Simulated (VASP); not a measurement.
**Al: relaxation of shape and atoms at fixed volume with PBE**

The system is Al.

```xyz
1
Lattice="2.4452 0.0000 0.0000 -1.2226 2.1176 0.0000 0.0000 0.0000 2.4657" Properties=species:S:1:pos:R:3 pbc="T T T"
Al    0.0000    0.0000    0.0000
```

```yaml
Program: VASP 6.6.1
Task: relaxation of shape and atoms at fixed volume
Functional: PBE
Potentials_or_basis: VASP PAW PBE potentials, release 64 (Al)
Cutoff: 600 eV
k_mesh: 16 × 16 × 15
Occupations: fermi-dirac, width 0.08 eV
Spin: no spin polarisation
Dipole_correction: no
Further_INCAR_settings: ALGO = Normal; EDIFF = 1e-06; IBRION = 2; EDIFFG = -0.005; NSW = 50; ISIF = 4
```

| Quantity | Value |
| --- | --- |
| Energy gained by relaxing | 5.7 meV/atom |
| Ionic steps | 3 |
| Pressure after relaxing | 54.9 GPa |

The path:
```tsv
step	energy change (eV)	largest force (eV/Å)	pressure (GPa)	volume (Å³)
1	0.0000	0.0000	55.51	12.77
2	-0.0032	0.0000	54.66	12.77
3	-0.0057	0.0000	54.90	12.77
```

Final structure:
```
CELL_PARAMETERS angstrom
2.46340 0.00000 0.00000
-1.23170 2.13337 0.00000
0.00000 0.00000 2.42944
ATOMIC_POSITIONS crystal
Al 0.00000 0.00000 0.00000
```

Levels at points of the mesh, in eV from the Fermi level:
| k point | band 1 | band 2 | band 3 | band 4 | band 5 |
| --- | --- | --- | --- | --- | --- |
| (0.00, 0.00, 0.00) | -12.80 | 8.52 | 10.90 | 15.10 | 15.10 |
| (0.50, 0.00, 0.00) | -5.46 | -4.42 | 8.76 | 10.09 | 16.26 |

It took 10 s on 1 thread of Intel(R) Xeon(R) 6975P-C (Granite Rapids) (shared host), peak memory 0.12 GiB.
